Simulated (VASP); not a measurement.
# SiO2 (P4_2/mnm) in VASP: notebook

SiO2 is run at these levels: PBE; tasks: single point, relaxation of cell and atoms.

All numbers are computed with VASP 6.6.1; they aren't measurements. Logs are shortened: lines on timing, memory, paths and dates and some standing lists are left out, and cuts for length are marked.

## (1) The cell of the first run

Symmetry: P4_2/mnm, No. 136, tetragonal system. Conventional cell: a = 4.232 Å, b = 4.232 Å, c = 2.692 Å, α = 90.00°, β = 90.00°, γ = 90.00°. Si (site symmetry mmm) has 6 O at 1.77 to 1.84 Å within 2.4 Å. Within 2.4 Å of O (site symmetry m2m) lie 3 Si at 1.77 to 1.84 Å and 1 O at 2.31 Å.

## (2) Single point, PBE

File INCAR:

```
SYSTEM = SiO2
PREC = Accurate ; ENCUT = 520
EDIFF = 1E-6 ; ISMEAR = 0
SIGMA = 0.1 ; LREAL = .False.
LASPH = .True. ; NELM = 100
ALGO = Normal ; ISIF = 2
LWAVE = .False. ; LCHARG = .False.
GGA = PE ; NBANDS = 25
```

File KPOINTS:

```
Automatic mesh
0
Gamma
  6 6 8
  0 0 0
```

File POSCAR:

```
SiO2
1.0
    4.2321948766      0.0000000000      0.0000000000
    0.0000000000      4.2321948766      0.0000000000
    0.0000000000      0.0000000000      2.6917479237
Si O
2 4
Direct
    0.0000000000      0.0000000000      0.0000000000
    0.5000000000      0.5000000000      0.5000000000
    0.3069969634      0.3069969634      0.0000000000
    0.1930030366      0.8069969634      0.5000000000
    0.6930030366      0.6930030366      0.0000000000
    0.8069969634      0.1930030366      0.5000000000
```

Potentials or basis: VASP PAW PBE potentials, release 64 (Si, O).

Started as:

```console
> cat potpaw_PBE.64/Si/POTCAR potpaw_PBE.64/O/POTCAR > POTCAR
> mpirun -np 1 vasp_std > vasp.out
```

OUTCAR:

```text
SYSTEM = SiO2
   PREC = Accurate
   ENCUT = 520
   EDIFF = 1E-6
   ISMEAR = 0
   LREAL = .False.
   LASPH = .True.
   NELM = 100
   ISIF = 2
   GGA = PE

 ion  position               nearest neighbor table
   1  0.000  0.000  0.000-   4 1.77   6 1.77   4 1.77   6 1.77   5 1.84   3 1.84
   2  0.500  0.500  0.500-   3 1.77   5 1.77   3 1.77   5 1.77   4 1.84   6 1.84
   3  0.307  0.307  0.000-   2 1.77   2 1.77   1 1.84
   4  0.193  0.807  0.500-   1 1.77   1 1.77   2 1.84
   5  0.693  0.693  0.000-   2 1.77   2 1.77   1 1.84
   6  0.807  0.193  0.500-   1 1.77   1 1.77   2 1.84

  LATTYP: Found a simple tetragonal cell.
 ALAT       =     4.2321948766
 C/A-ratio  =     0.6360170082

  Lattice vectors:

 A1 = (   4.2321948766,   0.0000000000,   0.0000000000)
 A2 = (   0.0000000000,   4.2321948766,   0.0000000000)
 A3 = (   0.0000000000,   0.0000000000,   2.6917479237)

Analysis of symmetry for initial positions (statically):
=====================================================================
 Subroutine PRICEL returns:
 Original cell was already a primitive cell.

 Routine SETGRP: Setting up the symmetry group for a
 simple tetragonal supercell.

 Subroutine GETGRP returns: Found 16 space group operations
 (whereof  8 operations were pure point group operations)
 out of a pool of 16 trial point group operations.

The static configuration has the point symmetry D_2h.
 The point group associated with its full space group is D_4h.

Analysis of symmetry for dynamics (positions and initial velocities):
=====================================================================
 Subroutine PRICEL returns:
 Original cell was already a primitive cell.

 Routine SETGRP: Setting up the symmetry group for a
 simple tetragonal supercell.

 Subroutine GETGRP returns: Found 16 space group operations
 (whereof  8 operations were pure point group operations)
 out of a pool of 16 trial point group operations.

The dynamic configuration has the point symmetry D_2h.
 The point group associated with its full space group is D_4h.

 Subroutine INISYM returns: Found 16 space group operations
 (whereof  8 operations are pure point group operations),
 and found     1 'primitive' translations

----------------------------------------------------------------------------------------

                                     Primitive cell

  volume of cell :      48.2132

  direct lattice vectors                    reciprocal lattice vectors
     4.232194877  0.000000000  0.000000000     0.236284016  0.000000000  0.000000000
     0.000000000  4.232194877  0.000000000     0.000000000  0.236284016  0.000000000
     0.000000000  0.000000000  2.691747924     0.000000000  0.000000000  0.371505813

  length of vectors
     4.232194877  4.232194877  2.691747924     0.236284016  0.236284016  0.371505813

  position of ions in fractional coordinates (direct lattice)
     0.000000000  0.000000000  0.000000000
     0.500000000  0.500000000  0.500000000
     0.306996963  0.306996963  0.000000000
     0.193003037  0.806996963  0.500000000
     0.693003037  0.693003037  0.000000000
     0.806996963  0.193003037  0.500000000

  ion indices of the primitive-cell ions
   primitive index   ion index
                 1           1
                 2           2
                 3           3
                 4           4
                 5           5
                 6           6

----------------------------------------------------------------------------------------

 KPOINTS: Automatic mesh

Automatic generation of k-mesh.
 Grid dimensions read from file:
 generate k-points for:    6    6    8

 Generating k-lattice:

  Cartesian coordinates                     Fractional coordinates (reciprocal lattice)
     0.039380669  0.000000000  0.000000000     0.166666667  0.000000000  0.000000000
     0.000000000  0.039380669  0.000000000     0.000000000  0.166666667  0.000000000
     0.000000000  0.000000000  0.046438227     0.000000000  0.000000000  0.125000000

  Length of vectors
     0.039380669  0.039380669  0.046438227

  Shift w.r.t. Gamma in fractional coordinates (k-lattice)
     0.000000000  0.000000000  0.000000000

 Subroutine IBZKPT returns following result:
 ===========================================

 Found     50 irreducible k-points:

 Following reciprocal coordinates:
            Coordinates               Weight
  0.000000  0.000000  0.000000      1.000000
  0.166667  0.000000  0.000000      4.000000
  0.333333  0.000000  0.000000      4.000000
  0.500000  0.000000  0.000000      2.000000
  0.166667  0.166667  0.000000      4.000000
  0.333333  0.166667  0.000000      8.000000
[... 16 lines left out ...]
  0.333333  0.000000  0.250000      8.000000
  0.500000  0.000000  0.250000      4.000000
 [... further k-points ...]
   k-points           NKPTS =     50   k-points in BZ     NKDIM =     50   number of bands    NBANDS=     25
[... 79 lines left out ...]
      5      -2.8614      2.00000
      6       1.5184      2.00000
[... 17 lines left out ...]
     24      21.4704      0.00000
     25      23.1347      0.00000

 k-point     2 :       0.1667    0.0000    0.0000
  band No.  band energies     occupation
      1     -14.3339      2.00000
      2     -11.6513      2.00000
      3     -10.9339      2.00000
      4     -10.4807      2.00000
      5      -2.6665      2.00000
      6       0.7804      2.00000
[... 17 lines left out ...]
     24      20.9678      0.00000
     25      22.9922      0.00000

 k-point     3 :       0.3333    0.0000    0.0000
  band No.  band energies     occupation
      1     -13.9283      2.00000
      2     -12.4934      2.00000
      3     -10.7521      2.00000
      4     -10.3856      2.00000
      5      -2.1302      2.00000
      6      -0.3257      2.00000
[... 17 lines left out ...]
     24      21.3103      0.00000
     25      22.5890      0.00000

 k-point     4 :       0.5000    0.0000    0.0000
  band No.  band energies     occupation
      1     -13.2919      2.00000
      2     -13.2919      2.00000
      3     -10.5279      2.00000
      4     -10.5279      2.00000
      5      -1.3302      2.00000
      6      -1.3302      2.00000
[... 17 lines left out ...]
     24      21.0582      0.00000
     25      22.3742      0.00000

 k-point     5 :       0.1667    0.1667    0.0000
  band No.  band energies     occupation
      1     -14.1989      2.00000
      2     -11.8354      2.00000
      3     -11.0867      2.00000
      4     -10.3831      2.00000
      5      -2.4489      2.00000
      6       0.6742      2.00000
[... 17 lines left out ...]
     24      20.8052      0.00000
     25      22.9981      0.00000

 k-point     6 :       0.3333    0.1667    0.0000
  band No.  band energies     occupation
      1     -13.8064      2.00000
      2     -12.4679      2.00000
      3     -10.9828      2.00000
      4     -10.4518      2.00000
      5      -1.8678      2.00000
      6      -0.1154      2.00000
[... 17 lines left out ...]
     24      21.1628      0.00000
     25      22.5591      0.00000
[... 393 lines left out ...]
 k-point    21 :       0.0000    0.0000    0.2500
  band No.  band energies     occupation
      1     -13.6979      2.00000
      2     -10.8441      2.00000
      3     -10.6416      2.00000
      4     -10.6416      2.00000
      5      -2.6337      2.00000
      6       1.1439      2.00000
[... 17 lines left out ...]
     24      21.2793      0.00000
     25      21.6626      0.00000

 k-point    22 :       0.1667    0.0000    0.2500
  band No.  band energies     occupation
      1     -13.5720      2.00000
      2     -11.2930      2.00000
      3     -10.6005      2.00000
      4     -10.4198      2.00000
      5      -2.3712      2.00000
      6       0.6832      2.00000
[... 17 lines left out ...]
     24      21.1777      0.00000
     25      21.7539      0.00000

 k-point    23 :       0.3333    0.0000    0.2500
  band No.  band energies     occupation
      1     -13.2074      2.00000
      2     -11.9666      2.00000
      3     -10.4961      2.00000
      4     -10.3292      2.00000
      5      -1.6766      2.00000
      6       0.1432      2.00000
[... 17 lines left out ...]
     24      20.4578      0.00000
     25      21.3856      0.00000

 k-point    24 :       0.5000    0.0000    0.2500
  band No.  band energies     occupation
      1     -12.6458      2.00000
      2     -12.6458      2.00000
      3     -10.3808      2.00000
      4     -10.3808      2.00000
      5      -0.7528      2.00000
      6      -0.7528      2.00000
[... 17 lines left out ...]
     24      20.5141      0.00000
     25      21.3046      0.00000

 [... further k-points ...]

------------------------ aborting loop because EDIFF is reached ----------------------------------------

  FORCE on cell =-STRESS in cart. coord.  units (eV):
  Direction    XX          YY          ZZ          XY          YZ          ZX
  --------------------------------------------------------------------------------------
  -------------------------------------------------------------------------------------
  Total        0.1358018      0.1358018      0.1669224      0.0000000      0.0000000      0.0000000
  in kB        4.5128439      4.5128439      5.5470170      0.0000000      0.0000000      0.0000000
  external PRESSURE =       4.8575683 kB  Pullay stress =       0.0000000 kB

 VOLUME and BASIS-vectors are now :
 -----------------------------------------------------------------------------
  energy-cutoff  :      520.00
  volume of cell :       48.21
      direct lattice vectors                 reciprocal lattice vectors
     4.232194877  0.000000000  0.000000000     0.236284016  0.000000000  0.000000000
     0.000000000  4.232194877  0.000000000     0.000000000  0.236284016  0.000000000
     0.000000000  0.000000000  2.691747924     0.000000000  0.000000000  0.371505813

 POSITION                                       TOTAL-FORCE (eV/Angst)
 -----------------------------------------------------------------------------------
      0.00000      0.00000      0.00000         0.000000      0.000000     -0.000000
      2.11610      2.11610      1.34587         0.000000      0.000000     -0.000000
      1.29927      1.29927      0.00000        -0.028264     -0.028264      0.000000
      0.81683      3.41537      1.34587         0.028264     -0.028264      0.000000
      2.93292      2.93292      0.00000         0.028264      0.028264     -0.000000
      3.41537      0.81683      1.34587        -0.028264      0.028264     -0.000000
 -----------------------------------------------------------------------------------
    total drift:                                0.000000      0.000000     -0.000000

  FREE ENERGIE OF THE ION-ELECTRON SYSTEM (eV)
  ---------------------------------------------------
  free  energy   TOTEN  =       -46.3166761281 eV

  energy  without entropy=      -46.3166761281  energy(sigma->0) =      -46.31667613
```

It took 24 s on 1 thread of AMD EPYC 9R45 (Zen 5), shared host; peak memory 0.14 GiB.

What came out:

```yaml
Free_energy: -46.3167 eV
Pressure: 0.5 GPa
Largest_force: 0.040 eV/Å
Band_gap_on_the_k_mesh: 5.04 eV
```

Forces on the atoms (eV/Å):
```
Si   0.000  0.000  0.000
Si   0.000  0.000  0.000
O   -0.028 -0.028  0.000
O    0.028 -0.028  0.000
O    0.028  0.028  0.000
O   -0.028  0.028  0.000
```

Stress tensor (GPa, compression positive):
```
0.45 0.00 0.00
0.00 0.45 0.00
0.00 0.00 0.55
```

## (3) Single point, PBE

File INCAR:

```
SYSTEM = SiO2
PREC     = Accurate       ! precision mode
ENCUT    = 520            ! plane-wave cutoff, eV
EDIFF    = 1E-7           ! SCF threshold, eV
ISMEAR   = 0              ! smearing method
SIGMA    = 0.02           ! smearing width, eV
LREAL    = .FALSE.        ! projectors in reciprocal space
LASPH    = .TRUE.         ! aspherical terms in the spheres
NELM     = 80             ! most SCF steps
ALGO     = Normal         ! electronic algorithm
ISIF     = 2              ! what is computed and relaxed
LWAVE    = .FALSE.        ! write WAVECAR
LCHARG   = .FALSE.        ! write CHGCAR
GGA      = PE             ! functional
NBANDS   = 25             ! bands
```

File KPOINTS:

```
regular mesh
0
G
  6 6 8
  0 0 0
```

File POSCAR:

```
SiO2
1.0
    4.2357812178      0.0000000000      0.0000000000
    0.0000000000      4.2357812178      0.0000000000
    0.0000000000      0.0000000000      2.6899460325
Si O
2 4
Direct
    0.0000000000      0.0000000000      0.0000000000
    0.5000000000      0.5000000000      0.5000000000
    0.3069824148      0.3069824148      0.0000000000
    0.1930175852      0.8069824148      0.5000000000
    0.6930175852      0.6930175852      0.0000000000
    0.8069824148      0.1930175852      0.5000000000
```

Potentials or basis: VASP PAW PBE potentials, release 64 (Si, O).

Started as:

```console
> cat potpaw_PBE.64/Si/POTCAR potpaw_PBE.64/O/POTCAR > POTCAR
> mpirun -np 1 vasp_std > vasp.out
```

Run time: 27 s. Hardware: 1 thread of AMD EPYC 9R45 (Zen 5), shared host; peak memory 0.15 GiB.

Results (log left out):

- Free energy: -46.3168 eV
- Pressure: 0.2 GPa
- Largest force: 0.020 eV/Å
- Band gap on the k mesh: 5.03 eV

Forces in eV/Å, atoms in the order of the input:
```
Si   0.000  0.000  0.000
Si   0.000  0.000  0.000
O   -0.014 -0.014  0.000
O    0.014 -0.014  0.000
O    0.014  0.014  0.000
O   -0.014  0.014  0.000
```

Stress tensor (GPa, compression positive):
```
0.01 0.00 0.00
0.00 0.01 0.00
0.00 0.00 0.72
```

Levels at points of the mesh, in eV from the valence-band top:
```
           k point  band 13  band 14  band 15  band 16  band 17  band 18  band 19  band 20
(0.00, 0.00, 0.00)    -2.50    -0.85    -0.85     0.00     5.03     6.61     8.30     8.30
(0.50, 0.00, 0.00)    -2.61    -2.61    -1.04    -1.04     7.30     7.30     8.89     8.89
(0.50, 0.50, 0.00)    -2.53    -2.53    -2.17    -2.17     7.02     7.02     9.78     9.78
(0.00, 0.00, 0.50)    -2.87    -2.87    -2.56    -2.56     8.63     8.63    12.20    12.20
(0.50, 0.00, 0.50)    -2.21    -2.21    -1.67    -1.67     8.43     8.43     9.43     9.43
(0.50, 0.50, 0.50)    -1.73    -1.73    -1.47    -1.47     6.81     6.81    10.69    10.69
```

A k mesh can miss the band edges. Expect the measured gap to be larger: semilocal functionals such as PBE lack the derivative discontinuity.

## (4) Relaxation of cell and atoms, PBE

This run uses another cell than the first one, of 7.79 Å³/atom.

File INCAR:

```
SYSTEM = SiO2
PREC = Accurate ; ENCUT = 600
EDIFF = 1E-6 ; ISMEAR = 0
SIGMA = 0.1 ; LREAL = .False.
LASPH = .True. ; NELM = 60
ALGO = Normal ; ISIF = 3
LWAVE = .False. ; LCHARG = .False.
GGA = PE ; IBRION = 2
NSW = 100 ; EDIFFG = -0.05
```

File KPOINTS:

```
regular mesh
0
Gamma
  6 6 8
  0 0 0
```

File POSCAR:

```
SiO2
1.0
    4.1865000000      0.0000000000      0.0000000000
    0.0000000000      4.1865000000      0.0000000000
    0.0000000000      0.0000000000      2.6684000000
Si O
2 4
Direct
    0.0000000000      0.0000000000      0.0000000000
    0.5000000000      0.5000000000      0.5000000000
    0.3059000000      0.3059000000      0.0000000000
    0.1941000000      0.8059000000      0.5000000000
    0.6941000000      0.6941000000      0.0000000000
    0.8059000000      0.1941000000      0.5000000000
```

Started as:

```console
> cat potpaw_PBE.64/Si/POTCAR potpaw_PBE.64/O/POTCAR > POTCAR
> mpirun -np 1 vasp_std > vasp.out
```

It took 84 s on 1 thread of AMD EPYC 9R45 (Zen 5), shared host; peak memory 0.17 GiB.

It converged, with:

```
Free energy                           : -46.3249 eV
Relaxed volume                        : 8.03 Å³/atom
Relaxed cell                          : a = 4.226 Å, b = 4.226 Å, c = 2.696 Å, α = 90.00°, β = 90.00°, γ = 90.00°
Space group after relaxing (to 0.1 Å) : P4_2/mnm (No. 136)
Energy gained by relaxing             : 6.4 meV/atom
Ionic steps                           : 5
Pressure after relaxing               : 0.2 GPa
Largest force after relaxing          : 0.022 eV/Å
Band gap on the k mesh                : 5.04 eV
```

Forces in eV/Å, atoms in the order of the input:
```
Si   0.000  0.000  0.000
Si   0.000  0.000  0.000
O   -0.015 -0.015  0.000
O    0.015 -0.015  0.000
O    0.015  0.015  0.000
O   -0.015  0.015  0.000
```

Stress tensor (GPa, compression positive):
```
 0.50  0.00  0.00
 0.00  0.50  0.00
 0.00  0.00 -0.53
```

Step by step:
| step | energy change (eV) | largest force (eV/Å) | pressure (GPa) | volume (Å³) |
| --- | --- | --- | --- | --- |
| 1 | 0.0000 | 0.0547 | 9.10 | 46.77 |
| 2 | 0.0222 | 0.3783 | -10.04 | 49.83 |
| 3 | -0.0367 | 0.1499 | 0.05 | 48.09 |
| 4 | -0.0367 | 0.1460 | 0.21 | 48.06 |
| 5 | -0.0386 | 0.0217 | 0.16 | 48.16 |

Final structure:
```cif
data_structure
_symmetry_space_group_name_H-M 'P 1'
_symmetry_Int_Tables_number 1
_cell_length_a 4.2264
_cell_length_b 4.2264
_cell_length_c 2.6964
_cell_angle_alpha 90.000
_cell_angle_beta 90.000
_cell_angle_gamma 90.000
_cell_volume 48.16
loop_
_atom_site_label
_atom_site_type_symbol
_atom_site_fract_x
_atom_site_fract_y
_atom_site_fract_z
_atom_site_occupancy
Si1 Si 0.00000 0.00000 0.00000 1
Si2 Si 0.50000 0.50000 0.50000 1
O1 O 0.30674 0.30674 0.00000 1
O2 O 0.19326 0.80674 0.50000 1
O3 O 0.69326 0.69326 0.00000 1
O4 O 0.80674 0.19326 0.50000 1
```

Levels at points of the mesh, in eV from the valence-band top:
| k point | band 13 | band 14 | band 15 | band 16 | band 17 | band 18 | band 19 | band 20 |
| --- | --- | --- | --- | --- | --- | --- | --- | --- |
| (0.00, 0.00, 0.00) | -2.52 | -0.85 | -0.85 | 0.00 | 5.04 | 6.55 | 8.24 | 8.24 |
| (0.50, 0.00, 0.00) | -2.63 | -2.63 | -1.04 | -1.04 | 7.29 | 7.29 | 8.84 | 8.84 |
| (0.50, 0.50, 0.00) | -2.56 | -2.56 | -2.16 | -2.16 | 7.01 | 7.01 | 9.75 | 9.75 |
| (0.00, 0.00, 0.50) | -2.90 | -2.90 | -2.57 | -2.57 | 8.66 | 8.66 | 12.34 | 12.34 |
| (0.50, 0.00, 0.50) | -2.20 | -2.20 | -1.67 | -1.67 | 8.45 | 8.45 | 9.49 | 9.49 |
| (0.50, 0.50, 0.50) | -1.72 | -1.72 | -1.47 | -1.47 | 6.83 | 6.83 | 10.73 | 10.73 |

Caveat: the relaxation stopped at a loose force limit of 0.05 eV/Å, so its end isn't a converged minimum. Zero-point motion and thermal expansion aren't in these numbers.

## (5) Summary

```csv
task,cell,cutoff (eV),smearing,gap on the mesh (eV),pressure (GPa),largest force (eV/Å)
single point,"a = 4.232, b = 4.232, c = 2.692 Å, 6 atoms",520,gaussian 0.1 eV,5.04,0.5,0.04
single point,"a = 4.236, b = 4.236, c = 2.690 Å, 6 atoms",520,gaussian 0.02 eV,5.03,0.2,0.02
relaxation of cell and atoms,"relaxed from a = 4.186, b = 4.186, c = 2.668 Å, 6 atoms",600,gaussian 0.1 eV,5.04,0.2,0.02
```

Alike in all rows: level PBE; potentials or basis VASP PAW PBE potentials, release 64 (Si, O); no spin polarisation; k mesh 6 × 6 × 8.

Caveats: the relaxation stopped at a loose force limit of 0.05 eV/Å, so its end isn't a converged minimum (at least some runs).

Absolute energies hang on the potentials; compare differences alone.
